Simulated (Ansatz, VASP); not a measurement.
## KI in VASP and in Ansatz

```
K I
1.0
     0.00000    3.53277    3.53277
     3.53277    0.00000    3.53277
     3.53277    3.53277    0.00000
K I
1 1
Direct
  0.00000 0.00000 0.00000
  0.50000 0.50000 0.50000
```

Alike in both runs: task single point; functional LDA; k mesh 6 × 6 × 6; no spin polarisation.

```csv
,VASP,Ansatz
version,VASP 6.6.1,Ansatz 0.2.0
potentials or method,"VASP PAW LDA potentials, release 64 (K_sv, I), cutoff 500 eV","all-electron LAPW, scalar-relativistic"
occupations,"gaussian, width 0.01 eV",fixed
```

|  | VASP | Ansatz | Ansatz less VASP |
| --- | --- | --- | --- |
| gap on the k mesh at the Fermi level (eV) | 3.61 | 3.60 | -0.010 |
| pressure (GPa) | -1.3 | -1.3 | -0.02 |

LDA's correlation is that of Perdew and Zunger in VASP and of Perdew and Wang (1992) in Ansatz. Ansatz ran all-electron here, and VASP with PAW potentials.

Spin-orbit coupling is off throughout.
